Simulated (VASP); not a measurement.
Here is a VASP 6.6.1 calculation.

Contents of INCAR:

```
SYSTEM = Zr
PREC = Accurate ; ENCUT = 520
EDIFF = 1E-7 ; ISMEAR = -1
SIGMA = 0.1 ; LREAL = .FALSE.
LASPH = .TRUE. ; NELM = 60
ALGO = Normal ; ISIF = 2
LWAVE = .FALSE. ; LCHARG = .TRUE.
GGA = RE ; LELF = .TRUE.
LVHAR = .TRUE. ; NBANDS = 25
```

The input KPOINTS:

```
Automatic mesh
0
G
  10 10 13
  0 0 0
```

The input POSCAR:

```
Zr
1.0
    5.0770603075      0.0000000000      0.0000000000
   -2.5385301538      4.3968632029      0.0000000000
    0.0000000000      0.0000000000      3.1615350738
Zr
3
Direct
    1.0000000000      0.0000000000      1.0000000000
    0.3333333333      0.6666666667      0.5000000000
    0.6666666667      0.3333333333      0.5000000000
```

Potentials or basis: VASP PAW PBE potentials, release 64 (Zr_sv).

Run with:

```bash
$ cat potpaw_PBE.64/Zr_sv/POTCAR > POTCAR
$ mpirun -np 1 vasp_std > vasp.out
```

**Question.** What does it give for the pressure?

**Answer.** 0.0 GPa.

**Question.** What does it give for the band gap on the k mesh?

**Answer.** Zero (bands 18 and 19 overlap by 0.53 eV).

Caveat: the PAW data sets were made with another functional, which shifts forces and pressure a little.
